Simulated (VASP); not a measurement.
Input of a VASP 6.6.1 run:

File INCAR:

```
SYSTEM = Pt
PREC = Accurate
ENCUT = 600
EDIFF = 1E-6
ISMEAR = 0
SIGMA = 0.1
LREAL = .False.
LASPH = .True.
NELM = 80
ALGO = Normal
ISIF = 3
LWAVE = .False.
LCHARG = .False.
GGA = PS
IBRION = 2
NSW = 100
EDIFFG = -0.002
```

KPOINTS

```
Automatic mesh
0
Gamma
  16 16 16
  0 0 0
```

File POSCAR:

```
Pt
1.0
    0.0000000000      1.9715751800      1.9715751800
    1.9715751800      0.0000000000      1.9715751800
    1.9715751800      1.9715751800      0.0000000000
Pt
1
Direct
    0.0000000000      0.0000000000      0.0000000000
```

Potentials or basis: VASP PAW PBE potentials, release 64 (Pt).

The run is started by

```sh
$ cat potpaw_PBE.64/Pt/POTCAR > POTCAR
$ mpirun -np 1 vasp_std > vasp.out
```

(1) Predict the relaxed cell.

(2) Estimate the band gap on the k mesh.

(3) Predict the relaxed volume.

Answers

(1) a = 2.769 Å, b = 2.769 Å, c = 2.769 Å, α = 60.00°, β = 60.00°, γ = 60.00°.

(2) zero (band 5 reaches 11.67 eV, above the bottom of band 6 at 9.43 eV).

(3) 15.02 Å³/atom.

Caveat: the PAW data sets were made with another functional, which shifts forces and pressure a little; spin-orbit coupling is left out, which moves the levels of the heavy elements.
